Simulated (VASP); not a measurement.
The system is Rh.

```xyz
2
Lattice="2.6892 0.0000 0.0000 -1.3446 2.3289 0.0000 0.0000 0.0000 4.3915" Properties=species:S:1:pos:R:3 pbc="T T T"
Rh    0.0000    1.5526    1.0979
Rh    1.3446    0.7763    3.2936
```

| Quantity | Value |
| --- | --- |
| Program | VASP 6.6.1 |
| Task | relaxation of cell and atoms |
| Functional | RPBE |
| Potentials or basis | VASP PAW PBE potentials, release 64 (Rh_pv) |
| Cutoff | 600 eV |
| k mesh | 13 × 13 × 7 |
| Occupations | fermi-dirac, width 0.1 eV |
| Spin | no spin polarisation |

At the start: pressure 11.9 GPa; volume 13.75 Å³/atom.

**Question.** How do energy, volume and symmetry change on relaxing?

**Answer.** Over 13 steps the energy falls by 23.9 meV/atom and the volume is 14.39 Å³/atom (+4.7 %); space group P6_3/mmc (No. 194, to 0.05 Å).

The path:
```csv
step,energy change (eV),largest force (eV/Å),pressure (GPa),volume (Å³)
1,0.0000,0.0000,11.91,27.50
2,0.1350,0.0000,-17.63,31.78
3,-0.0466,0.0000,-0.47,28.84
4,-0.0467,0.0000,-0.16,28.81
5,-0.0467,0.0000,0.04,28.78
6,-0.0478,0.0000,0.17,28.76
7,-0.0479,0.0000,0.17,28.76
8,-0.0478,0.0000,0.23,28.76
9,-0.0479,0.0000,0.20,28.76
10,-0.0479,0.0000,0.20,28.76
11,-0.0479,0.0000,0.19,28.76
12,-0.0478,0.0000,-0.38,28.83
13,-0.0479,0.0000,0.02,28.79
```

Final structure:
```yaml
crystal:
  lattice:
    - [2.74261, 0.00000, 0.00000]
    - [-1.37130, 2.37517, 0.00000]
    - [0.00000, 0.00000, 4.41921]
  atoms:
    - { symbol: Rh, position: [0.33333, 0.66667, 0.25000] }
    - { symbol: Rh, position: [0.66667, 0.33333, 0.75000] }
```

Caveat: the PAW data sets were made with another functional, which shifts forces and pressure a little.
